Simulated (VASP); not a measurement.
## BN: relaxation of cell and atoms with PBEsol

BN:

```
B N
1.0
     0.00000    1.80285    1.80285
     1.80285    0.00000    1.80285
     1.80285    1.80285    0.00000
B N
1 1
Direct
  0.00000 0.00000 0.00000
  0.75000 0.75000 0.75000
```

| Item | Value |
| --- | --- |
| Program | VASP 6.6.1 |
| Task | relaxation of cell and atoms |
| Functional | PBEsol |
| Potentials or basis | VASP PAW PBE potentials, release 64 (B, N) |
| Cutoff | 600 eV |
| k mesh | 12 × 12 × 12 |
| Occupations | gaussian, width 0.01 eV |
| Spin | no spin polarisation |
| Target pressure | 16 GPa |
| Dipole correction | no |
| Further INCAR settings | ALGO = Normal; EDIFF = 1e-07; IBRION = 2; EDIFFG = -0.001; NSW = 80; ISIF = 3 |

- Relaxed volume: 5.64 Å³/atom
- Relaxed cell: a = 2.518 Å, b = 2.518 Å, c = 2.518 Å, α = 60.00°, β = 60.00°, γ = 60.00°
- Space group after relaxing (to 0.05 Å): F-43m (No. 216)
- Energy change on relaxing (the enthalpy is what falls): +10.7 meV/atom
- Ionic steps: 6
- Pressure after relaxing: 16.0 GPa
- Band gap on the k mesh: 4.32 eV, indirect (least direct gap 8.97 eV)

Step by step:
| step | energy change (eV) | largest force (eV/Å) | pressure (GPa) | volume (Å³) |
| --- | --- | --- | --- | --- |
| 1 | 0.0000 | 0.0000 | 0.32 | 11.72 |
| 2 | 0.1071 | 0.0000 | 38.40 | 10.77 |
| 3 | 0.0210 | 0.0000 | 15.83 | 11.29 |
| 4 | 0.0219 | 0.0000 | 16.16 | 11.28 |
| 5 | 0.0211 | 0.0000 | 15.84 | 11.29 |
| 6 | 0.0215 | 0.0000 | 15.99 | 11.29 |

Final structure:
```
CELL_PARAMETERS angstrom
0.00000 1.78032 1.78032
1.78032 0.00000 1.78032
1.78032 1.78032 0.00000
ATOMIC_POSITIONS crystal
B 0.00000 0.00000 0.00000
N 0.75000 0.75000 0.75000
```

Levels at points of the mesh, in eV from the valence-band top:
| k point | band 1 | band 2 | band 3 | band 4 | band 5 | band 6 | band 7 | band 8 |
| --- | --- | --- | --- | --- | --- | --- | --- | --- |
| (0.00, 0.00, 0.00) | -20.78 | 0.00 | 0.00 | 0.00 | 8.97 | 8.97 | 8.97 | 11.01 |
| (0.50, 0.00, 0.00) | -16.29 | -11.21 | -2.04 | -2.04 | 10.69 | 10.87 | 10.87 | 15.54 |
| (0.50, 0.50, 0.00) | -14.85 | -9.27 | -5.17 | -5.17 | 4.32 | 9.34 | 18.58 | 18.58 |

Run time: 13 s on 1 thread of Intel(R) Xeon(R) Platinum 8559C (Emerald Rapids) (shared host), peak memory 0.11 GiB.

Caveat: the cell is relaxed towards a set pressure, so the enthalpy falls and the energy may rise; the PAW data sets were made with another functional, which shifts forces and pressure a little. A k mesh can miss the band edges.
